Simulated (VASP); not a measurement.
# Hf8HO15 (a cell with a defect) in VASP: single point with PBE

Aim: the single point of Hf8HO15 (a cell with a defect) with PBE.

Program: VASP 6.6.1. These are calculated values, not measurements. Logs are shortened: lines on timing, memory, paths and dates and some standing lists are left out, and cuts for length are marked.

## Step 1: The cell of the first run

The cell holds a defect, 24 atoms: a = 7.234 Å, b = 7.234 Å, c = 7.234 Å, α = 60.00°, β = 60.00°, γ = 60.00°.

## Step 2: Single point, PBE, collinear spin

INCAR

```
  PREC = Accurate
  ENCUT = 520
  EDIFF = 1E-6
  ISMEAR = -1
  SIGMA = 0.01
  LREAL = Auto
  LASPH = T
  NELM = 150
  ALGO = Normal
  ISIF = 2
  LWAVE = F
  LCHARG = F
  ISPIN = 2
  MAGMOM = 0 0 0 0 0 0 0 0 1 0 0 0 0 0 0 0 0 0 0 0 0 0 0 0
  LORBIT = 11
  LMAXMIX = 4
  GGA = PE
  NBANDS = 108
```

KPOINTS

```
Automatic mesh
0
Gamma
  3 3 3
```

POSCAR

```
Hf8HO15
1.0
    0.0000000000      5.1150000000      5.1150000000
    5.1150000000      0.0000000000      5.1150000000
    5.1150000000      5.1150000000      0.0000000000
Hf H O
8 1 15
Direct
   -0.0017586544     -0.0017586544     -0.0017586544
   -0.0017586544     -0.0017586544      0.5052759633
   -0.0017586544      0.5052759633     -0.0017586544
    0.0037693165      0.4987435612      0.4987435612
    0.5052759633     -0.0017586544     -0.0017586544
    0.4987435612      0.0037693165      0.4987435612
    0.4987435612      0.4987435612      0.0037693165
    0.4987435612      0.4987435612      0.4987435612
    0.1250000000      0.1250000000      0.1250000000
    0.1261344393      0.1261344393      0.6238655607
    0.1261344393      0.6238655607      0.1261344393
    0.1261344393      0.6238655607      0.6238655607
    0.6238655607      0.1261344393      0.1261344393
    0.6238655607      0.1261344393      0.6238655607
    0.6238655607      0.6238655607      0.1261344393
    0.6250000000      0.6250000000      0.6250000000
    0.3750000000      0.3750000000      0.3750000000
    0.3664472456      0.3664472456      0.8835527544
    0.3664472456      0.8835527544      0.3664472456
    0.3664472456      0.8835527544      0.8835527544
    0.8835527544      0.3664472456      0.3664472456
    0.8835527544      0.3664472456      0.8835527544
    0.8835527544      0.8835527544      0.3664472456
    0.8750000000      0.8750000000      0.8750000000
```

Potentials or basis: VASP PAW PBE potentials, release 64 (Hf_pv, H, O).

On the command line:

```bash
cat potpaw_PBE.64/Hf_pv/POTCAR potpaw_PBE.64/H/POTCAR potpaw_PBE.64/O/POTCAR > POTCAR
mpirun -np 1 vasp_std > vasp.out
```

OUTCAR:

```text
PREC = Accurate
   ENCUT = 520
   EDIFF = 1E-6
   ISMEAR = -1
   LREAL = Auto
   LASPH = T
   NELM = 150
   ISIF = 2
   ISPIN = 2
   LORBIT = 11
   GGA = PE

 ion  position               nearest neighbor table
   1  0.998  0.998  0.998-  20 2.18  22 2.18  23 2.18  24 2.18  10 2.21  11 2.21  13 2.21   9 2.25
                             5 3.57   2 3.57   3 3.57   6 3.62   6 3.62   7 3.62   4 3.62   7 3.62
   2  0.998  0.998  0.505-  19 2.18  21 2.18  23 2.18  24 2.18  10 2.21  12 2.21  14 2.21   9 2.25
                             5 3.57   1 3.57   3 3.57   8 3.62   4 3.62   4 3.62   6 3.62   8 3.62
   3  0.998  0.505  0.998-  18 2.18  21 2.18  22 2.18  24 2.18  11 2.21  12 2.21  15 2.21   9 2.25
                             5 3.57   1 3.57   2 3.57   8 3.62   4 3.62   4 3.62   7 3.62   8 3.62
   4  0.004  0.499  0.499-  17 2.19  12 2.20  10 2.20  11 2.20  16 2.24  22 2.27  23 2.27  21 2.27
                             8 3.58   6 3.58   7 3.58   3 3.62   2 3.62   1 3.62   3 3.62   1 3.62
   5  0.505  0.998  0.998-  18 2.18  19 2.18  20 2.18  24 2.18  13 2.21  14 2.21  15 2.21   9 2.25
                             3 3.57   1 3.57   2 3.57   8 3.62   6 3.62   6 3.62   7 3.62   8 3.62
   6  0.499  0.004  0.499-  17 2.19  14 2.20  10 2.20  13 2.20  16 2.24  20 2.27  23 2.27  19 2.27
                             8 3.58   4 3.58   7 3.58   2 3.62   5 3.62   1 3.62   5 3.62   1 3.62
   7  0.499  0.499  0.004-  17 2.19  15 2.20  11 2.20  13 2.20  16 2.24  20 2.27  22 2.27  18 2.27
                             8 3.58   4 3.58   6 3.58   3 3.62   5 3.62   1 3.62   5 3.62   1 3.62
   8  0.499  0.499  0.499-  17 2.19  14 2.20  15 2.20  12 2.20  16 2.24  18 2.27  19 2.27  21 2.27
                             7 3.58   4 3.58   6 3.58   3 3.62   5 3.62   2 3.62   5 3.62   2 3.62
   9  0.125  0.125  0.125-   1 2.25   2 2.25   3 2.25   5 2.25
  10  0.126  0.126  0.624-   4 2.20   6 2.20   2 2.21   1 2.21
  11  0.126  0.624  0.126-   4 2.20   7 2.20   3 2.21   1 2.21
  12  0.126  0.624  0.624-   4 2.20   8 2.20   2 2.21   3 2.21
  13  0.624  0.126  0.126-   6 2.20   7 2.20   5 2.21   1 2.21
  14  0.624  0.126  0.624-   6 2.20   8 2.20   2 2.21   5 2.21
[... 8 lines left out ...]
  23  0.884  0.884  0.366-   1 2.18   2 2.18   4 2.27   6 2.27
  24  0.875  0.875  0.875-   2 2.18   3 2.18   5 2.18   1 2.18

  LATTYP: Found a face centered cubic cell.
 ALAT       =    10.2300000000

  Lattice vectors:

 A1 = (   0.0000000000,   5.1150000000,   5.1150000000)
 A2 = (   5.1150000000,   0.0000000000,   5.1150000000)
 A3 = (   5.1150000000,   5.1150000000,   0.0000000000)

Analysis of symmetry for initial positions (statically):
=====================================================================
 Subroutine PRICEL returns:
 Original cell was already a primitive cell.

 Routine SETGRP: Setting up the symmetry group for a
 face centered cubic supercell.

 Subroutine GETGRP returns: Found 24 space group operations
 (whereof  6 operations were pure point group operations)
 out of a pool of 48 trial point group operations.

The static configuration has the point symmetry C_3v.
 The point group associated with its full space group is T_d .

Analysis of symmetry for dynamics (positions and initial velocities):
=====================================================================
 Subroutine PRICEL returns:
 Original cell was already a primitive cell.

 Routine SETGRP: Setting up the symmetry group for a
 face centered cubic supercell.

 Subroutine GETGRP returns: Found 24 space group operations
 (whereof  6 operations were pure point group operations)
 out of a pool of 48 trial point group operations.

The dynamic configuration has the point symmetry C_3v.
 The point group associated with its full space group is T_d .

Analysis of structural, dynamic, and magnetic symmetry:
=====================================================================
 Subroutine PRICEL returns:
 Original cell was already a primitive cell.

 Routine SETGRP: Setting up the symmetry group for a
 face centered cubic supercell.

 Subroutine GETGRP returns: Found 24 space group operations
 (whereof  6 operations were pure point group operations)
 out of a pool of 48 trial point group operations.

The overall configuration has the point symmetry C_3v.
 The point group associated with its full space group is T_d .

 Subroutine INISYM returns: Found 24 space group operations
 (whereof  6 operations are pure point group operations),
 and found     1 'primitive' translations

----------------------------------------------------------------------------------------

                                     Primitive cell
[... 103 lines left out ...]
   NGXF,Y,Z  is equivalent  to a cutoff of  24.82, 24.82, 24.82 a.u.
 SYSTEM =  unknown system
   PREC   = accura    normal or accurate (medium, high low for compatibility)
   ISTART =      0    job   : 0-new  1-cont  2-samecut
   ICHARG =      2    charge: 1-file 2-atom 10-const
   ISPIN  =      2    spin polarized calculation?
   LNONCOLLINEAR =      F non collinear calculations
   LSORBIT =      F    spin-orbit coupling
   LASPH  =      T    aspherical Exc in radial PAW
   ENCUT  =  520.0 eV  38.22 Ry    6.18 a.u.  13.45 13.45 13.45*2*pi/ulx,y,z
   NELM   =    150;   NELMIN=  2; NELMDL= -5     # of ELM steps
   EDIFF  = 0.1E-05   stopping-criterion for ELM
   LREAL  =      T    real-space projection
   EDIFFG = 0.1E-04   stopping-criterion for IOM
   NSW    =      0    number of steps for IOM
[... 5 lines left out ...]
   TEBEG  =    0.0;   TEEND  =   0.0 temperature during run
   PSTRESS=    0.0 pullay stress
   NELECT =     171.0000    total number of electrons
   NUPDOWN=      -1.0000    fix difference up-down
   EMIN   =  10.00;   EMAX   =-10.00  energy-range for DOS
   EFERMI =   0.00;   METHOD = LEGACY
   ISMEAR =    -1;   SIGMA  =   0.01  broadening in eV -4-tet -1-fermi 0-gaus
   EFERMI_NEDOS =   21; number of points for ismear=-14 and -15
   IALGO  =     38    algorithm
   IMIX   =      4    mixing-type and parameters
     AMIX     =   0.40;   BMIX     =  1.00
     AMIX_MAG =   1.60;   BMIX_MAG =  1.00
  volume/ion in A,a.u.               =      11.15        75.26
  Fermi-wavevector in a.u.,A,eV,Ry     =   1.409996  2.664506 27.049591  1.988089
  Thomas-Fermi vector in A             =   2.531995
   LORBIT       =     11    0 simple, 1 ext, 2 COOP (PROOUT), +10 PAW based schemes
   GGA     = PE    functional components
   LHFCALC =     F    Hartree Fock is set to
   AEXX    =    0.0000 exact exchange contribution
   IVDW    =     0    specifies the selected vdW correction
   LEPSILON=     F    determine dielectric tensor
   LRPA    =     F    only Hartree local field effects (RPA)
 spin polarized calculation
  energy-cutoff  :      520.00
  volume of cell :      267.65
 maximum number of plane-waves:      7239
 NGX is ok and might be reduce to    54
   NGX = 27   NGY = 27   NGZ = 27

 number of electron     170.9999961 magnetization       0.0002711

 number of electron     170.9999961 magnetization      -0.0000170

 Free energy of the ion-electron system (eV)
  ---------------------------------------------------
  ext. energy  EPLUGINS =         0.00000000
  ---------------------------------------------------
  free energy    TOTEN  =      -234.40852593 eV

  energy without entropy =     -234.40671351  energy(sigma->0) =     -234.40761972

 E-fermi :   7.8349     XC(G=0): -11.6157

 val. band max:        7.7676858152   @ k =   0.0000   0.0000   0.0000
 cond. band min:       7.8696954503   @ k =   0.3333   0.0000   0.0000
 fundamental gap:      0.1020096352
 Fermi energy:         7.8348788319

 spin component 1

 k-point     1 :       0.0000    0.0000    0.0000
  band No.  band energies     occupation
      1     -26.3136      1.00000
      2     -26.2262      1.00000
      3     -26.2262      1.00000
      4     -26.2122      1.00000
      5     -26.2122      1.00000
      6     -26.2122      1.00000
[... 389 lines left out ...]
     96       8.6814      0.00000
     97       8.7428      0.00000
 Fermi energy:         7.8348788319

 spin component 2

 k-point     1 :       0.0000    0.0000    0.0000
  band No.  band energies     occupation
      1     -26.3136      1.00000
      2     -26.2262      1.00000
      3     -26.2262      1.00000
      4     -26.2122      1.00000
      5     -26.2122      1.00000
      6     -26.2122      1.00000
[... 389 lines left out ...]
     96       8.6814      0.00000
     97       8.7428      0.00000
 [bands above 97 left out]

------------------------ aborting loop because EDIFF is reached ----------------------------------------

  FORCE on cell =-STRESS in cart. coord.  units (eV):
  Direction    XX          YY          ZZ          XY          YZ          ZX
  --------------------------------------------------------------------------------------
  -------------------------------------------------------------------------------------
  Total       -9.9911336     -9.9911336     -9.9911336      0.0000000      0.0000000      0.0000000
  in kB      -59.8078842    -59.8078842    -59.8078842      0.0000000      0.0000000      0.0000000
  external PRESSURE =     -59.8078842 kB  Pullay stress =       0.0000000 kB

 VOLUME and BASIS-vectors are now :
 -----------------------------------------------------------------------------
  energy-cutoff  :      520.00
  volume of cell :      267.65
      direct lattice vectors                 reciprocal lattice vectors
     0.000000000  5.115000000  5.115000000    -0.097751711  0.097751711  0.097751711
     5.115000000  0.000000000  5.115000000     0.097751711 -0.097751711  0.097751711
     5.115000000  5.115000000  0.000000000     0.097751711  0.097751711 -0.097751711

 POSITION                                       TOTAL-FORCE (eV/Angst)
 -----------------------------------------------------------------------------------
     10.21201     10.21201     10.21201        -0.048485     -0.048485     -0.048485
      7.69049      7.69049     10.21201         0.048485      0.048485     -0.048485
      7.69049     10.21201      7.69049         0.048485     -0.048485      0.048485
      5.10215      2.57035      2.57035        -0.030188      0.030188      0.030188
     10.21201      7.69049      7.69049        -0.048485      0.048485      0.048485
      2.57035      5.10215      2.57035         0.030188     -0.030188      0.030188
[... 16 lines left out ...]
      6.39375      6.39375      9.03874        -0.000000     -0.000000      0.022438
      8.95125      8.95125      8.95125        -0.000000     -0.000000     -0.000000
 -----------------------------------------------------------------------------------
    total drift:                               -0.000001     -0.000001     -0.000001

  FREE ENERGIE OF THE ION-ELECTRON SYSTEM (eV)
  ---------------------------------------------------
  free  energy   TOTEN  =      -234.4085259338 eV

  energy  without entropy=     -234.4067135091  energy(sigma->0) =     -234.40761972

 total charge

# of ion       s       p       d       tot
------------------------------------------
    1        0.288   6.535   1.386   8.210
    2        0.288   6.535   1.386   8.210
    3        0.288   6.535   1.386   8.210
    4        0.285   6.509   1.323   8.117
    5        0.288   6.535   1.386   8.210
    6        0.285   6.509   1.323   8.117
[... 16 lines left out ...]
   23        1.559   3.524   0.000   5.083
   24        1.561   3.543   0.000   5.105
--------------------------------------------------
tot         26.256 105.175  10.834 142.264

 magnetization (x)

# of ion       s       p       d       tot
------------------------------------------
    1       -0.000  -0.000  -0.000  -0.000
    2       -0.000  -0.000  -0.000  -0.000
    3       -0.000  -0.000  -0.000  -0.000
    4       -0.000  -0.000  -0.000  -0.000
    5       -0.000  -0.000  -0.000  -0.000
    6       -0.000  -0.000  -0.000  -0.000
[... 16 lines left out ...]
   23       -0.000   0.000   0.000   0.000
   24        0.000   0.000   0.000   0.000
--------------------------------------------------
tot          0.000   0.000  -0.000  -0.000
```

It took 21 min on 1 thread of Intel Xeon 8259CL, shared host; peak memory 0.6 GiB.

What came out:

| Property | Result |
| --- | --- |
| Free energy | -234.4085 eV |
| Pressure | -6.0 GPa |
| Largest force | 0.084 eV/Å |
| Net moment | 0.00 μB per cell |
| Valence electrons inside the program's atomic spheres | Hf 8.21, 8.12 (each value once); H 0.58; O 5.10, 5.07, 5.11, 5.08 (each value once) |

Forces on the atoms (eV/Å):
```
Hf  -0.048 -0.048 -0.048
Hf   0.048  0.048 -0.048
Hf   0.048 -0.048  0.048
Hf  -0.030  0.030  0.030
Hf  -0.048  0.048  0.048
Hf   0.030 -0.030  0.030
Hf   0.030  0.030 -0.030
Hf  -0.030 -0.030 -0.030
H    0.000  0.000  0.000
O    0.000  0.000 -0.002
O    0.000 -0.002  0.000
O    0.002  0.000  0.000
O   -0.002  0.000  0.000
O    0.000  0.002  0.000
O    0.000  0.000  0.002
O    0.000  0.000  0.000
O    0.000  0.000  0.000
O    0.000  0.000 -0.022
O    0.000 -0.022  0.000
O    0.022  0.000  0.000
O   -0.022  0.000  0.000
O    0.000  0.022  0.000
O    0.000  0.000  0.022
O    0.000  0.000  0.000
```

Levels at points of the mesh, in eV from the Fermi level:
Spin up:
```tsv
k point	band 81	band 82	band 83	band 84	band 85	band 86	band 87	band 88	band 89	band 90
(0.00, 0.00, 0.00)	-4.90	-4.90	-4.19	-4.19	-4.19	-0.25	-0.25	-0.25	-0.07	-0.07
```
Spin down:
```tsv
k point	band 82	band 83	band 84	band 85	band 86	band 87	band 88	band 89
(0.00, 0.00, 0.00)	-4.90	-4.19	-4.19	-4.19	-0.25	-0.25	-0.25	-0.07
```

Caveat: spin-orbit coupling is left out, which moves the levels of the heavy elements.
